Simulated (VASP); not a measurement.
# Re (Fd-3m) in VASP: a series of runs

Runs on Re. Level: LDA. Tasks: single point, relaxation of cell and atoms.

Everything below comes from runs of VASP 6.6.1. Logs are shortened: lines on timing, memory, paths and dates and some standing lists are left out, and cuts for length are marked.

### 1 The cell of the first run

The structure is cubic, space group Fd-3m (No. 227). The conventional cell has a = 5.582 Å, b = 5.582 Å, c = 5.582 Å, α = 90.00°, β = 90.00°, γ = 90.00°. Within 3.2 Å of Re (site symmetry -43m) lie 4 Re at 2.42 Å.

### 2 Single point, LDA

INCAR reads:

```
  ALGO = Normal
  EDIFF = 1E-6
  ENCUT = 520
  GGA = CA
  ISIF = 2
  ISMEAR = 1
  LASPH = T
  LCHARG = T
  LELF = T
  LREAL = F
  LVHAR = T
  LWAVE = F
  NBANDS = 14
  NELM = 80
  PREC = Accurate
  SIGMA = 0.1
```

KPOINTS reads:

```
k-points
0
Gamma
  8 8 8
```

POSCAR reads:

```
Re
1.0
    0.0000000000      2.7910544529      2.7910544529
    2.7910544529      0.0000000000      2.7910544529
    2.7910544529      2.7910544529      0.0000000000
Re
2
Direct
    0.0000000000      0.0000000000      0.0000000000
    0.2500000000      0.2500000000      0.2500000000
```

Potentials or basis: VASP PAW LDA potentials, release 64 (Re).

Started as:

```
> cat potpaw_LDA.64/Re/POTCAR > POTCAR
> mpirun -np 1 vasp_std > vasp.out
```

OUTCAR:

```text
EDIFF = 1E-6
   ENCUT = 520
   GGA = CA
   ISIF = 2
   ISMEAR = 1
   LASPH = T
   LREAL = F
   NELM = 80
   PREC = Accurate

 ion  position               nearest neighbor table
   1  0.000  0.000  0.000-   2 2.42   2 2.42   2 2.42   2 2.42
   2  0.250  0.250  0.250-   1 2.42   1 2.42   1 2.42   1 2.42

  LATTYP: Found a face centered cubic cell.
 ALAT       =     5.5821089058

  Lattice vectors:

 A1 = (   0.0000000000,   2.7910544529,   2.7910544529)
 A2 = (   2.7910544529,   0.0000000000,   2.7910544529)
 A3 = (   2.7910544529,   2.7910544529,   0.0000000000)

Analysis of symmetry for initial positions (statically):
=====================================================================
 Subroutine PRICEL returns:
 Original cell was already a primitive cell.

 Routine SETGRP: Setting up the symmetry group for a
 face centered cubic supercell.

 Subroutine GETGRP returns: Found 48 space group operations
 (whereof 24 operations were pure point group operations)
 out of a pool of 48 trial point group operations.

The static configuration has the point symmetry T_d .
 The point group associated with its full space group is O_h .

Analysis of symmetry for dynamics (positions and initial velocities):
=====================================================================
 Subroutine PRICEL returns:
 Original cell was already a primitive cell.

 Routine SETGRP: Setting up the symmetry group for a
 face centered cubic supercell.

 Subroutine GETGRP returns: Found 48 space group operations
 (whereof 24 operations were pure point group operations)
 out of a pool of 48 trial point group operations.

The dynamic configuration has the point symmetry T_d .
 The point group associated with its full space group is O_h .

 Subroutine INISYM returns: Found 48 space group operations
 (whereof 24 operations are pure point group operations),
 and found     1 'primitive' translations

----------------------------------------------------------------------------------------

                                     Primitive cell

  volume of cell :      43.4845

  direct lattice vectors                    reciprocal lattice vectors
     0.000000000  2.791054453  2.791054453    -0.179143764  0.179143764  0.179143764
     2.791054453  0.000000000  2.791054453     0.179143764 -0.179143764  0.179143764
     2.791054453  2.791054453  0.000000000     0.179143764  0.179143764 -0.179143764

  length of vectors
     3.947147061  3.947147061  3.947147061     0.310286101  0.310286101  0.310286101

  position of ions in fractional coordinates (direct lattice)
     0.000000000  0.000000000  0.000000000
     0.250000000  0.250000000  0.250000000

  ion indices of the primitive-cell ions
   primitive index   ion index
                 1           1
                 2           2

----------------------------------------------------------------------------------------

 KPOINTS: k-points

Automatic generation of k-mesh.
 Grid dimensions read from file:
 generate k-points for:    8    8    8

 Generating k-lattice:

  Cartesian coordinates                     Fractional coordinates (reciprocal lattice)
    -0.022392970  0.022392970  0.022392970     0.125000000  0.000000000  0.000000000
     0.022392970 -0.022392970  0.022392970     0.000000000  0.125000000  0.000000000
     0.022392970  0.022392970 -0.022392970     0.000000000  0.000000000  0.125000000

  Length of vectors
     0.038785763  0.038785763  0.038785763

  Shift w.r.t. Gamma in fractional coordinates (k-lattice)
     0.000000000  0.000000000  0.000000000

 Subroutine IBZKPT returns following result:
 ===========================================

 Found     29 irreducible k-points:

 Following reciprocal coordinates:
            Coordinates               Weight
  0.000000  0.000000  0.000000      1.000000
  0.125000  0.000000  0.000000      8.000000
  0.250000  0.000000  0.000000      8.000000
  0.375000  0.000000  0.000000      8.000000
  0.500000  0.000000  0.000000      4.000000
  0.125000  0.125000  0.000000      6.000000
[... 16 lines left out ...]
  0.500000  0.250000  0.125000     48.000000
 -0.375000  0.250000  0.125000     24.000000
 [... further k-points ...]
   k-points           NKPTS =     29   k-points in BZ     NKDIM =     29   number of bands    NBANDS=     14
   number of dos      NEDOS =    301   number of ions     NIONS =      2
   total plane-waves  NPLWV =  27000
   dimension x,y,z NGX =    30 NGY =   30 NGZ =   30
   dimension x,y,z NGXF=    60 NGYF=   60 NGZF=   60
   ions per type =               2
   NGX,Y,Z   is equivalent  to a cutoff of  12.64, 12.64, 12.64 a.u.
   NGXF,Y,Z  is equivalent  to a cutoff of  25.27, 25.27, 25.27 a.u.
 SYSTEM =  unknown system
   PREC   = accura    normal or accurate (medium, high low for compatibility)
   ISTART =      0    job   : 0-new  1-cont  2-samecut
   ICHARG =      2    charge: 1-file 2-atom 10-const
   ISPIN  =      1    spin polarized calculation?
   LNONCOLLINEAR =      F non collinear calculations
   LSORBIT =      F    spin-orbit coupling
   LASPH  =      T    aspherical Exc in radial PAW
   ENCUT  =  520.0 eV  38.22 Ry    6.18 a.u.   7.34  7.34  7.34*2*pi/ulx,y,z
   NELM   =     80;   NELMIN=  2; NELMDL= -5     # of ELM steps
   EDIFF  = 0.1E-05   stopping-criterion for ELM
   LREAL  =      F    real-space projection
   EDIFFG = 0.1E-04   stopping-criterion for IOM
   NSW    =      0    number of steps for IOM
   IBRION =     -1    ionic relax: 0-MD 1-quasi-New 2-CG
   NFREE  =      0    steps in history (QN), initial steepest desc. (CG)
   ISIF   =      2    stress and relaxation
   ISYM   =      2    0-nonsym 1-usesym 2-fastsym
   POTIM  = 0.5000    time-step for ionic-motion
   TEBEG  =    0.0;   TEEND  =   0.0 temperature during run
   PSTRESS=    0.0 pullay stress
   NELECT =      14.0000    total number of electrons
   NUPDOWN=      -1.0000    fix difference up-down
   EMIN   =  10.00;   EMAX   =-10.00  energy-range for DOS
   EFERMI =   0.00;   METHOD = LEGACY
   ISMEAR =     1;   SIGMA  =   0.10  broadening in eV -4-tet -1-fermi 0-gaus
   EFERMI_NEDOS =   21; number of points for ismear=-14 and -15
   IALGO  =     38    algorithm
   IMIX   =      4    mixing-type and parameters
     AMIX     =   0.40;   BMIX     =  1.00
     AMIX_MAG =   1.60;   BMIX_MAG =  1.00
  volume/ion in A,a.u.               =      21.74       146.72
  Fermi-wavevector in a.u.,A,eV,Ry     =   1.122034  2.120336 17.129183  1.258959
  Thomas-Fermi vector in A             =   2.258691
   LORBIT       =      0    0 simple, 1 ext, 2 COOP (PROOUT), +10 PAW based schemes
   GGA     = CA    functional components
   LHFCALC =     F    Hartree Fock is set to
   AEXX    =    0.0000 exact exchange contribution
   IVDW    =     0    specifies the selected vdW correction
   LEPSILON=     F    determine dielectric tensor
   LRPA    =     F    only Hartree local field effects (RPA)
 non-spin polarized calculation
 Methfessel and Paxton  Order N= 1 SIGMA  =   0.10
  energy-cutoff  :      520.00
  volume of cell :       43.48
 maximum number of plane-waves:      1211
 NGX is ok and might be reduce to    30
   NGX = 15   NGY = 15   NGZ = 15

 number of electron      14.0000001 magnetization

 Free energy of the ion-electron system (eV)
  ---------------------------------------------------
  ext. energy  EPLUGINS =         0.00000000
  ---------------------------------------------------
  free energy    TOTEN  =       -24.05616385 eV

  energy without entropy =      -24.05644150  energy(sigma->0) =      -24.05625640

 E-fermi :   3.6864     XC(G=0): -11.3629

 val. band max:        3.6684926527   @ k =  -0.3750   0.2500   0.1250
 cond. band min:       3.8291334294   @ k =  -0.3750   0.3750   0.1250
 fundamental gap:      0.1606407767
 Fermi energy:         3.6864264846

 k-point     1 :       0.0000    0.0000    0.0000
  band No.  band energies     occupation
      1      -3.3476      2.00000
      2       0.4465      2.00000
      3       0.4465      2.00000
      4       1.3100      2.00000
      5       1.3100      2.00000
      6       1.3100      2.00000
      7       4.2584     -0.00000
      8       4.2584     -0.00000
      9       4.2584     -0.00000
     10       7.8893      0.00000
     11       7.8893      0.00000
     12      14.9443      0.00000
     13      15.3299      0.00000
     14      16.5612      0.00000

 k-point     2 :       0.1250    0.0000    0.0000
  band No.  band energies     occupation
      1      -3.0543      2.00000
      2       0.3222      2.00000
      3       0.3222      2.00000
      4       1.2641      2.00000
      5       1.5534      2.00000
      6       1.5534      2.00000
      7       3.8634     -0.03126
      8       4.2210     -0.00000
      9       4.2210     -0.00000
     10       7.8479      0.00000
     11       7.8479      0.00000
     12      14.2852      0.00000
     13      15.2117      0.00000
     14      16.6585      0.00000

 k-point     3 :       0.2500    0.0000    0.0000
  band No.  band energies     occupation
      1      -2.2558      2.00000
      2       0.2650      2.00000
      3       0.2650      2.00000
      4       1.1591      2.00000
      5       1.7435      2.00000
      6       1.7435      2.00000
      7       3.0675      2.00000
      8       4.3647     -0.00000
      9       4.3647     -0.00000
     10       7.6770      0.00000
     11       7.6770      0.00000
     12      11.8899      0.00000
     13      14.0064      0.00000
     14      15.7928      0.00000

 k-point     4 :       0.3750    0.0000    0.0000
  band No.  band energies     occupation
      1      -1.2521      2.00000
      2       0.4555      2.00000
      3       0.4555      2.00000
      4       0.9163      2.00000
      5       1.4513      2.00000
      6       1.4513      2.00000
      7       2.6568      2.00000
      8       4.9479     -0.00000
      9       4.9479     -0.00000
     10       7.3077      0.00000
     11       7.3077      0.00000
     12       9.0535      0.00000
     13      13.8294      0.00000
     14      14.6834      0.00000

 k-point     5 :       0.5000    0.0000    0.0000
  band No.  band energies     occupation
      1      -0.6906      2.00000
      2       0.6243      2.00000
      3       0.7620      2.00000
      4       0.7620      2.00000
      5       1.0563      2.00000
      6       1.0563      2.00000
      7       2.7722      2.00000
      8       5.3937     -0.00000
      9       5.3937     -0.00000
     10       6.9964      0.00000
     11       6.9964      0.00000
[... 276 lines left out ...]
 k-point    22 :       0.3750    0.2500    0.1250
  band No.  band energies     occupation
      1      -1.5473      2.00000
      2      -0.3197      2.00000
      3       0.8462      2.00000
      4       1.0105      2.00000
      5       1.3664      2.00000
      6       2.5064      2.00000
      7       2.5187      2.00000
      8       4.4303     -0.00000
      9       5.0735     -0.00000
     10       6.4342      0.00000
     11       8.1741      0.00000
     12      11.4728      0.00000
     13      12.0395      0.00000
     14      13.5543      0.00000

 k-point    23 :       0.5000    0.2500    0.1250
  band No.  band energies     occupation
      1      -0.6570      2.00000
      2      -0.2312      2.00000
      3       0.3730      2.00000
      4       1.1000      2.00000
      5       1.3725      2.00000
      6       2.2490      2.00000
      7       3.0958      2.00000
      8       4.4620     -0.00000
      9       5.4052     -0.00000
     10       6.1891      0.00000
     11       7.9699      0.00000
     12       9.0526      0.00000
     13      11.1681      0.00000
     14      12.4489      0.00000

 k-point    24 :      -0.3750    0.2500    0.1250
  band No.  band energies     occupation
      1      -0.2341      2.00000
      2      -0.2074      2.00000
      3       0.2927      2.00000
      4       0.9173      2.00000
      5       1.7452      2.00000
      6       1.8675      2.00000
      7       3.6685      1.29819
      8       4.3313     -0.00000
      9       5.1381     -0.00000
     10       6.9413      0.00000
     11       7.4635      0.00000
     12       7.8659      0.00000
     13      11.0164      0.00000
     14      11.8094      0.00000

 [... further k-points ...]
[... 5 lines left out ...]
  --------------------------------------------------------------------------------------
  -------------------------------------------------------------------------------------
  Total       -1.0474389     -1.0474389     -1.0474389      0.0000000     -0.0000000      0.0000000
  in kB      -38.5926285    -38.5926285    -38.5926285      0.0000000     -0.0000000      0.0000000
  external PRESSURE =     -38.5926285 kB  Pullay stress =       0.0000000 kB

 VOLUME and BASIS-vectors are now :
 -----------------------------------------------------------------------------
  energy-cutoff  :      520.00
  volume of cell :       43.48
      direct lattice vectors                 reciprocal lattice vectors
     0.000000000  2.791054453  2.791054453    -0.179143764  0.179143764  0.179143764
     2.791054453  0.000000000  2.791054453     0.179143764 -0.179143764  0.179143764
     2.791054453  2.791054453  0.000000000     0.179143764  0.179143764 -0.179143764

 POSITION                                       TOTAL-FORCE (eV/Angst)
 -----------------------------------------------------------------------------------
      0.00000      0.00000      0.00000         0.000000      0.000000      0.000000
      1.39553      1.39553      1.39553        -0.000000     -0.000000     -0.000000
 -----------------------------------------------------------------------------------
    total drift:                                0.000000     -0.000000      0.000000

  FREE ENERGIE OF THE ION-ELECTRON SYSTEM (eV)
  ---------------------------------------------------
  free  energy   TOTEN  =       -24.0561638548 eV

  energy  without entropy=      -24.0564415013  energy(sigma->0) =      -24.05625640
```

It took 9.9 s on 1 thread of Intel Xeon 6975P-C (Granite Rapids), shared host; peak memory 0.14 GiB.

Results:

| Quantity | Value |
| --- | --- |
| Free energy | -24.0562 eV |
| Pressure | -3.9 GPa |
| Band gap on the k mesh | zero (band 7 reaches 4.26 eV, above the bottom of band 8 at 2.79 eV) |

Caveat: spin-orbit coupling is left out, which moves the levels of the heavy elements.

[end of part 1 of 2]
